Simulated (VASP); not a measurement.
# In3Se (Pm-3m) in VASP: a series of runs

In3Se is run at these levels: PBEsol; tasks: relaxation of cell and atoms.

All numbers are computed with VASP 6.6.1; they aren't measurements. Logs are shortened: lines on timing, memory, paths and dates and some standing lists are left out, and cuts for length are marked.

## 1. The cell of the first run

Symmetry: Pm-3m, No. 221, cubic system. Conventional cell: a = 4.804 Å, b = 4.804 Å, c = 4.804 Å, α = 90.00°, β = 90.00°, γ = 90.00°. In (site symmetry 4/mmm) has 8 In at 3.40 Å and 4 Se at 3.40 Å within 4.5 Å. Se (site symmetry m-3m) has 12 In at 3.40 Å within 4.5 Å.

## 2. Relaxation of cell and atoms, PBEsol

The input, INCAR:

```
SYSTEM = In3Se
  PREC = Accurate
  ENCUT = 600
  EDIFF = 1E-6
  ISMEAR = -1
  SIGMA = 0.05
  LREAL = .FALSE.
  LASPH = .TRUE.
  NELM = 60
  ALGO = Normal
  ISIF = 3
  LWAVE = .FALSE.
  LCHARG = .FALSE.
  GGA = PS
  IBRION = 2
  NSW = 80
  EDIFFG = -0.005
```

The input, KPOINTS:

```
Automatic mesh
0
G
  6 6 6
  0 0 0
```

The input, POSCAR:

```
In3Se
1.0
    4.8037580000      0.0000000000      0.0000000000
    0.0000000000      4.8037580000      0.0000000000
    0.0000000000      0.0000000000      4.8037580000
In Se
3 1
Direct
    0.5000000000      0.5000000000      0.0000000000
    0.5000000000      0.0000000000      0.5000000000
    0.0000000000      0.5000000000      0.5000000000
    0.0000000000      0.0000000000      0.0000000000
```

Potentials or basis: VASP PAW PBE potentials, release 64 (In_d, Se).

Launch:

```console
> cat potpaw_PBE.64/In_d/POTCAR potpaw_PBE.64/Se/POTCAR > POTCAR
> mpirun -np 1 vasp_std > vasp.out
```

OUTCAR:

```text
SYSTEM = In3Se
   PREC = Accurate
   ENCUT = 600
   EDIFF = 1E-6
   ISMEAR = -1
   LREAL = .FALSE.
   LASPH = .TRUE.
   NELM = 60
   ISIF = 3
   GGA = PS
   IBRION = 2
   NSW = 80
   EDIFFG = -0.005

 ion  position               nearest neighbor table
   1  0.500  0.500  0.000-   2 3.40   3 3.40   4 3.40   2 3.40   3 3.40   2 3.40   4 3.40   2 3.40
                             3 3.40   4 3.40   3 3.40   4 3.40
   2  0.500  0.000  0.500-   1 3.40   3 3.40   4 3.40   1 3.40   4 3.40   1 3.40   3 3.40   1 3.40
                             3 3.40   4 3.40   4 3.40   3 3.40
   3  0.000  0.500  0.500-   1 3.40   2 3.40   4 3.40   1 3.40   4 3.40   2 3.40   4 3.40   4 3.40
                             1 3.40   2 3.40   1 3.40   2 3.40
   4  0.000  0.000  0.000-   1 3.40   2 3.40   3 3.40   2 3.40   3 3.40   1 3.40   3 3.40   3 3.40
                             1 3.40   2 3.40   2 3.40   1 3.40

  LATTYP: Found a simple cubic cell.
 ALAT       =     4.8037580000

  Lattice vectors:

 A1 = (   4.8037580000,   0.0000000000,   0.0000000000)
 A2 = (   0.0000000000,   4.8037580000,   0.0000000000)
 A3 = (   0.0000000000,   0.0000000000,   4.8037580000)

Analysis of symmetry for initial positions (statically):
=====================================================================
 Subroutine PRICEL returns:
 Original cell was already a primitive cell.

 Routine SETGRP: Setting up the symmetry group for a
 simple cubic supercell.

 Subroutine GETGRP returns: Found 48 space group operations
 (whereof 48 operations were pure point group operations)
 out of a pool of 48 trial point group operations.

The static configuration has the point symmetry O_h .

Analysis of symmetry for dynamics (positions and initial velocities):
=====================================================================
 Subroutine PRICEL returns:
 Original cell was already a primitive cell.

 Routine SETGRP: Setting up the symmetry group for a
 simple cubic supercell.

 Subroutine GETGRP returns: Found 48 space group operations
 (whereof 48 operations were pure point group operations)
 out of a pool of 48 trial point group operations.

The dynamic configuration has the point symmetry O_h .

 Subroutine INISYM returns: Found 48 space group operations
 (whereof 48 operations are pure point group operations),
 and found     1 'primitive' translations

----------------------------------------------------------------------------------------

                                     Primitive cell

  volume of cell :     110.8520

  direct lattice vectors                    reciprocal lattice vectors
     4.803758000  0.000000000  0.000000000     0.208170353  0.000000000  0.000000000
     0.000000000  4.803758000  0.000000000     0.000000000  0.208170353  0.000000000
     0.000000000  0.000000000  4.803758000     0.000000000  0.000000000  0.208170353

  length of vectors
     4.803758000  4.803758000  4.803758000     0.208170353  0.208170353  0.208170353

  position of ions in fractional coordinates (direct lattice)
     0.500000000  0.500000000  0.000000000
     0.500000000  0.000000000  0.500000000
     0.000000000  0.500000000  0.500000000
     0.000000000  0.000000000  0.000000000

  ion indices of the primitive-cell ions
   primitive index   ion index
                 1           1
                 2           2
                 3           3
                 4           4

----------------------------------------------------------------------------------------

 KPOINTS: Automatic mesh

Automatic generation of k-mesh.
 Grid dimensions read from file:
 generate k-points for:    6    6    6

 Generating k-lattice:

  Cartesian coordinates                     Fractional coordinates (reciprocal lattice)
     0.034695059  0.000000000  0.000000000     0.166666667  0.000000000  0.000000000
     0.000000000  0.034695059  0.000000000     0.000000000  0.166666667  0.000000000
     0.000000000  0.000000000  0.034695059     0.000000000  0.000000000  0.166666667

  Length of vectors
     0.034695059  0.034695059  0.034695059

  Shift w.r.t. Gamma in fractional coordinates (k-lattice)
     0.000000000  0.000000000  0.000000000

 Subroutine IBZKPT returns following result:
 ===========================================

 Found     20 irreducible k-points:

 Following reciprocal coordinates:
            Coordinates               Weight
  0.000000  0.000000  0.000000      1.000000
  0.166667  0.000000  0.000000      6.000000
  0.333333  0.000000  0.000000      6.000000
  0.500000  0.000000  0.000000      3.000000
  0.166667  0.166667  0.000000     12.000000
  0.333333  0.166667  0.000000     24.000000
[... 12 lines left out ...]
  0.500000  0.500000  0.333333      6.000000
  0.500000  0.500000  0.500000      1.000000
   k-points           NKPTS =     20   k-points in BZ     NKDIM =     20   number of bands    NBANDS=     27
   number of dos      NEDOS =    301   number of ions     NIONS =      4
   total plane-waves  NPLWV =  64000
   dimension x,y,z NGX =    40 NGY =   40 NGZ =   40
   dimension x,y,z NGXF=    80 NGYF=   80 NGZF=   80
   ions per type =               3   1
   NGX,Y,Z   is equivalent  to a cutoff of  13.84, 13.84, 13.84 a.u.
   NGXF,Y,Z  is equivalent  to a cutoff of  27.69, 27.69, 27.69 a.u.
 SYSTEM =  In3Se
   PREC   = accura    normal or accurate (medium, high low for compatibility)
   ISTART =      0    job   : 0-new  1-cont  2-samecut
   ICHARG =      2    charge: 1-file 2-atom 10-const
   ISPIN  =      1    spin polarized calculation?
   LNONCOLLINEAR =      F non collinear calculations
   LSORBIT =      F    spin-orbit coupling
   LASPH  =      T    aspherical Exc in radial PAW
   ENCUT  =  600.0 eV  44.10 Ry    6.64 a.u.   9.59  9.59  9.59*2*pi/ulx,y,z
   NELM   =     60;   NELMIN=  2; NELMDL= -5     # of ELM steps
   EDIFF  = 0.1E-05   stopping-criterion for ELM
   LREAL  =      F    real-space projection
   EDIFFG = -.5E-02   stopping-criterion for IOM
   NSW    =     80    number of steps for IOM
   IBRION =      2    ionic relax: 0-MD 1-quasi-New 2-CG
   NFREE  =      1    steps in history (QN), initial steepest desc. (CG)
   ISIF   =      3    stress and relaxation
   ISYM   =      2    0-nonsym 1-usesym 2-fastsym
   POTIM  = 0.5000    time-step for ionic-motion
   TEBEG  =    0.0;   TEEND  =   0.0 temperature during run
   PSTRESS=    0.0 pullay stress
   NELECT =      45.0000    total number of electrons
   NUPDOWN=      -1.0000    fix difference up-down
   EMIN   =  10.00;   EMAX   =-10.00  energy-range for DOS
   EFERMI =   0.00;   METHOD = LEGACY
   ISMEAR =    -1;   SIGMA  =   0.05  broadening in eV -4-tet -1-fermi 0-gaus
   EFERMI_NEDOS =   21; number of points for ismear=-14 and -15
   IALGO  =     38    algorithm
   IMIX   =      4    mixing-type and parameters
     AMIX     =   0.40;   BMIX     =  1.00
     AMIX_MAG =   1.60;   BMIX_MAG =  1.00
  volume/ion in A,a.u.               =      27.71       187.02
  Fermi-wavevector in a.u.,A,eV,Ry     =   1.212173  2.290675 19.991897  1.469363
  Thomas-Fermi vector in A             =   2.347665
   LORBIT       =      0    0 simple, 1 ext, 2 COOP (PROOUT), +10 PAW based schemes
   GGA     = PS    functional components
   LHFCALC =     F    Hartree Fock is set to
   AEXX    =    0.0000 exact exchange contribution
   IVDW    =     0    specifies the selected vdW correction
   LEPSILON=     F    determine dielectric tensor
   LRPA    =     F    only Hartree local field effects (RPA)
 conjugate gradient relaxation of ions
 non-spin polarized calculation
  energy-cutoff  :      600.00
  volume of cell :      110.85
 maximum number of plane-waves:      3755
 NGX is ok and might be reduce to    40
   NGX = 19   NGY = 19   NGZ = 19

--------------------------------------- Ionic step        1  -------------------------------------------

 number of electron      44.9999999 magnetization

 Free energy of the ion-electron system (eV)
  ---------------------------------------------------
  ext. energy  EPLUGINS =         0.00000000
  ---------------------------------------------------
  free energy    TOTEN  =       -13.15974225 eV

  energy without entropy =      -13.14727168  energy(sigma->0) =      -13.15350697

 E-fermi :   5.8624     XC(G=0):  -9.8996

 val. band max:        5.6858472289   @ k =   0.5000   0.0000   0.0000
 cond. band min:       5.9081364401   @ k =   0.5000   0.1667   0.0000
 fundamental gap:      0.2222892112
 Fermi energy:         5.8624467651

 k-point     1 :       0.0000    0.0000    0.0000
  band No.  band energies     occupation
      1      -8.8958      2.00000
      2      -8.8901      2.00000
      3      -8.8901      2.00000
      4      -8.8901      2.00000
      5      -8.7705      2.00000
      6      -8.7705      2.00000
[... 19 lines left out ...]
     26       9.9558      0.00000
     27       9.9558      0.00000
[... 695 lines left out ...]
 VOLUME and BASIS-vectors are now :
 -----------------------------------------------------------------------------
  energy-cutoff  :      600.00
  volume of cell :      101.92
      direct lattice vectors                 reciprocal lattice vectors
     4.671082859 -0.000000000  0.000000000     0.214083122  0.000000000  0.000000000
    -0.000000000  4.671082859  0.000000000     0.000000000  0.214083122  0.000000000
    -0.000000000 -0.000000000  4.671082859    -0.000000000 -0.000000000  0.214083122

 POSITION                                       TOTAL-FORCE (eV/Angst)
 -----------------------------------------------------------------------------------
      2.33554      2.33554      0.00000        -0.000000     -0.000000      0.000000
      2.33554     -0.00000      2.33554        -0.000000      0.000000      0.000000
     -0.00000      2.33554      2.33554         0.000000      0.000000      0.000000
      0.00000      0.00000      0.00000        -0.000000     -0.000000      0.000000
 -----------------------------------------------------------------------------------
    total drift:                               -0.000000     -0.000000     -0.000000

  FREE ENERGIE OF THE ION-ELECTRON SYSTEM (eV)
  ---------------------------------------------------
  free  energy   TOTEN  =       -13.2477097890 eV

  energy  without entropy=      -13.2385668214  energy(sigma->0) =      -13.24313831

--------------------------------------- Ionic step        5  -------------------------------------------

 number of electron      45.0000015 magnetization

 Free energy of the ion-electron system (eV)
  ---------------------------------------------------
  ext. energy  EPLUGINS =         0.00000000
  ---------------------------------------------------
  free energy    TOTEN  =       -13.24772477 eV

  energy without entropy =      -13.23855563  energy(sigma->0) =      -13.24314020

 E-fermi :   6.7165     XC(G=0): -10.2861

 val. band max:        6.6852466135   @ k =   0.5000   0.1667   0.0000
 cond. band min:       6.7987861495   @ k =   0.1667   0.1667   0.0000
 fundamental gap:      0.1135395360
 Fermi energy:         6.7164846980

 k-point     1 :       0.0000    0.0000    0.0000
  band No.  band energies     occupation
      1      -8.1233      2.00000
      2      -8.0923      2.00000
      3      -8.0923      2.00000
      4      -8.0923      2.00000
      5      -7.9462      2.00000
      6      -7.9462      2.00000
[... 19 lines left out ...]
     26      11.0396      0.00000
     27      11.0396      0.00000
[... 581 lines left out ...]
 VOLUME and BASIS-vectors are now :
 -----------------------------------------------------------------------------
  energy-cutoff  :      600.00
  volume of cell :      102.01
      direct lattice vectors                 reciprocal lattice vectors
     4.672527147 -0.000000000  0.000000000     0.214016948  0.000000000  0.000000000
    -0.000000000  4.672527147  0.000000000     0.000000000  0.214016948  0.000000000
    -0.000000000 -0.000000000  4.672527147    -0.000000000 -0.000000000  0.214016948

 POSITION                                       TOTAL-FORCE (eV/Angst)
 -----------------------------------------------------------------------------------
      2.33626      2.33626      0.00000        -0.000000     -0.000000      0.000000
      2.33626     -0.00000      2.33626         0.000000      0.000000      0.000000
     -0.00000      2.33626      2.33626         0.000000     -0.000000      0.000000
      4.67253      4.67253      0.00000        -0.000000     -0.000000      0.000000
 -----------------------------------------------------------------------------------
    total drift:                               -0.000000     -0.000000     -0.000000

  FREE ENERGIE OF THE ION-ELECTRON SYSTEM (eV)
  ---------------------------------------------------
  free  energy   TOTEN  =       -13.2477247693 eV

  energy  without entropy=      -13.2385556326  energy(sigma->0) =      -13.24314020

 reached required accuracy - stopping structural energy minimisation
```

Run time: 2.5 min. Hardware: 1 thread of Intel Xeon Platinum 8488C (Sapphire Rapids), shared host; peak memory 0.28 GiB.

What came out:

```yaml
Free_energy: -13.2477 eV
Relaxed_volume: 25.50 Å³/atom
Relaxed_cell: a = 4.673 Å, b = 4.673 Å, c = 4.673 Å, α = 90.00°, β = 90.00°, γ = 90.00°
Space_group_after_relaxing_to_0.1_Å: Pm-3m (No. 221)
Energy_gained_by_relaxing: 22.0 meV/atom
Ionic_steps: 5
Pressure_after_relaxing: 0.0 GPa
Band_gap_on_the_k_mesh: zero (an odd number of electrons rules out a gap without spin polarisation)
```

The path:
| step | energy change (eV) | largest force (eV/Å) | pressure (GPa) | volume (Å³) |
| --- | --- | --- | --- | --- |
| 1 | 0.0000 | 0.0000 | -2.93 | 110.85 |
| 2 | -0.0869 | 0.0000 | -0.36 | 102.91 |
| 3 | -0.0880 | 0.0000 | -0.04 | 102.09 |
| 4 | -0.0880 | 0.0000 | 0.04 | 101.92 |
| 5 | -0.0880 | 0.0000 | 0.01 | 102.01 |

Final structure:
```
In Se
1.0
     4.67253    0.00000    0.00000
     0.00000    4.67253    0.00000
     0.00000    0.00000    4.67253
In Se
3 1
Cartesian
  2.3363 2.3363 0.0000
  2.3363 0.0000 2.3363
  0.0000 2.3363 2.3363
  4.6725 4.6725 0.0000
```

Caveat: the PAW data sets were made with another functional, which shifts forces and pressure a little; spin-orbit coupling is left out, which moves the levels of the heavy elements.

## 3. Relaxation of cell and atoms, PBEsol, target pressure 5 GPa, at which the enthalpy is minimised

The input, INCAR:

```
SYSTEM = In3Se
ALGO = Normal ; EDIFF = 1E-7
EDIFFG = -0.005 ; ENCUT = 600
GGA = PS ; IBRION = 2
ISIF = 3 ; ISMEAR = -1
LASPH = .TRUE. ; LCHARG = .FALSE.
LREAL = .FALSE. ; LWAVE = .FALSE.
NELM = 60 ; NSW = 80
PREC = Accurate ; PSTRESS = 50.0
SIGMA = 0.05
```

The input, KPOINTS:

```
k-points
0
G
  6 6 6
  0 0 0
```

POSCAR is that of step 2.

Potentials or basis: VASP PAW PBE potentials, release 64 (In_d, Se).

Launch:

```console
> cat potpaw_PBE.64/In_d/POTCAR potpaw_PBE.64/Se/POTCAR > POTCAR
> mpirun -np 1 vasp_std > vasp.out
```

OUTCAR:

```text
SYSTEM = In3Se
   EDIFF = 1E-7
   EDIFFG = -0.005
   ENCUT = 600
   GGA = PS
   IBRION = 2
   ISIF = 3
   ISMEAR = -1
   LASPH = .TRUE.
   LREAL = .FALSE.
   NELM = 60
   NSW = 80
   PREC = Accurate
   PSTRESS = 50.0

 ion  position               nearest neighbor table
   1  0.500  0.500  0.000-   2 3.40   3 3.40   4 3.40   2 3.40   3 3.40   2 3.40   4 3.40   2 3.40
                             3 3.40   4 3.40   3 3.40   4 3.40
   2  0.500  0.000  0.500-   1 3.40   3 3.40   4 3.40   1 3.40   4 3.40   1 3.40   3 3.40   1 3.40
                             3 3.40   4 3.40   4 3.40   3 3.40
   3  0.000  0.500  0.500-   1 3.40   2 3.40   4 3.40   1 3.40   4 3.40   2 3.40   4 3.40   4 3.40
                             1 3.40   2 3.40   1 3.40   2 3.40
   4  0.000  0.000  0.000-   1 3.40   2 3.40   3 3.40   2 3.40   3 3.40   1 3.40   3 3.40   3 3.40
                             1 3.40   2 3.40   2 3.40   1 3.40

  LATTYP: Found a simple cubic cell.
 ALAT       =     4.8037580000

[... 181 lines left out ...]

 E-fermi :   5.8625     XC(G=0):  -9.8996

 val. band max:        5.6858614504   @ k =   0.5000   0.0000   0.0000
 cond. band min:       5.9081507042   @ k =   0.5000   0.1667   0.0000
 fundamental gap:      0.2222892538
 Fermi energy:         5.8624661277

 k-point     1 :       0.0000    0.0000    0.0000
  band No.  band energies     occupation
      1      -8.8957      2.00000
      2      -8.8900      2.00000
      3      -8.8900      2.00000
      4      -8.8900      2.00000
      5      -8.7704      2.00000
      6      -8.7704      2.00000
[... 668 lines left out ...]
--------------------------------------- Ionic step        3  -------------------------------------------

 number of electron      44.9999998 magnetization

 Free energy of the ion-electron system (eV)
  ---------------------------------------------------
  ext. energy  EPLUGINS =         0.00000000
  ---------------------------------------------------
  free energy    TOTEN  =       -13.11953592 eV

  energy without entropy =      -13.11002868  energy(sigma->0) =      -13.11478230

 E-fermi :   7.7567     XC(G=0): -10.7247

 val. band max:        7.6680607840   @ k =   0.3333   0.1667   0.1667
 cond. band min:       7.8512268051   @ k =   0.1667   0.1667   0.0000
 fundamental gap:      0.1831660211
 Fermi energy:         7.7566635337

 k-point     1 :       0.0000    0.0000    0.0000
  band No.  band energies     occupation
      1      -7.2435      2.00000
      2      -7.1642      2.00000
      3      -7.1642      2.00000
      4      -7.1642      2.00000
      5      -6.9860      2.00000
      6      -6.9860      2.00000
[... 624 lines left out ...]
  energy  without entropy=      -13.1100286798  energy(sigma->0) =      -13.11478230

  enthalpy is  TOTEN    =       -10.2146429490 eV   P V=        2.9048929725

 reached required accuracy - stopping structural energy minimisation
```

OSZICAR:

```text
N       E                     dE             d eps       ncg     rms          rms(c)
DAV:   1     0.407813883855E+03    0.40781E+03   -0.23467E+04  1080   0.227E+03
DAV:   2     0.275436579634E+02   -0.38027E+03   -0.37557E+03  1080   0.488E+02
DAV:   3    -0.115990403095E+02   -0.39143E+02   -0.37628E+02  1390   0.172E+02
[... 31 lines left out ...]
DAV:   5    -0.131195435775E+02    0.84724E-03   -0.11704E-03  1460   0.214E-01    0.648E-02
DAV:   6    -0.131195345922E+02    0.89854E-05   -0.11643E-04  1382   0.745E-02    0.286E-02
DAV:   7    -0.131195357592E+02   -0.11671E-05   -0.14434E-05  1406   0.267E-02    0.922E-03
DAV:   8    -0.131195358916E+02   -0.13237E-06   -0.23792E-06  1550   0.116E-02    0.191E-03
DAV:   9    -0.131195359215E+02   -0.29833E-07   -0.27567E-07   943   0.329E-03
   3 F= -.10214643E+02 E0= -.10209889E+02  d E =-.514317E+00
```

Run time: 2.1 min. Hardware: 1 thread of Intel Xeon Platinum 8488C (Sapphire Rapids), shared host; peak memory 0.28 GiB.

What came out:

```
Free energy                                                : -13.1195 eV
Relaxed volume                                             : 23.27 Å³/atom
Relaxed cell                                               : a = 4.532 Å, b = 4.532 Å, c = 4.532 Å, α = 90.00°, β = 90.00°, γ = 90.00°
Space group after relaxing (to 0.1 Å)                      : Pm-3m (No. 221)
Energy change on relaxing (the run minimises the enthalpy) : +10.1 meV/atom
Ionic steps                                                : 3
Pressure after relaxing                                    : 5.0 GPa
Band gap on the k mesh                                     : zero (an odd number of electrons rules out a gap without spin polarisation)
```

The path:
```tsv
step	energy change (eV)	largest force (eV/Å)	pressure (GPa)	volume (Å³)
1	0.0000	0.0000	-2.93	110.85
2	0.1474	0.0000	7.24	90.27
3	0.0402	0.0000	5.02	93.08
```

Final structure:
```cif
data_structure
_symmetry_space_group_name_H-M 'P 1'
_symmetry_Int_Tables_number 1
_cell_length_a 4.5320
_cell_length_b 4.5320
_cell_length_c 4.5320
_cell_angle_alpha 90.000
_cell_angle_beta 90.000
_cell_angle_gamma 90.000
_cell_volume 93.08
loop_
_atom_site_label
_atom_site_type_symbol
_atom_site_fract_x
_atom_site_fract_y
_atom_site_fract_z
_atom_site_occupancy
In1 In 0.50000 0.50000 0.00000 1
In2 In 0.50000 0.00000 0.50000 1
In3 In 0.00000 0.50000 0.50000 1
Se1 Se 0.00000 0.00000 0.00000 1
```

Caveat: the cell is relaxed towards a set pressure, so the run minimises the enthalpy, not the energy; the volume moved by over 15 % at a fixed basis, so the end points are rough; the PAW data sets were made with another functional, which shifts forces and pressure a little; spin-orbit coupling is left out, which moves the levels of the heavy elements.

(Continued in part 2 of 2.)

The gap in the log of VASP goes by the Fermi energy; the results here count the filled bands.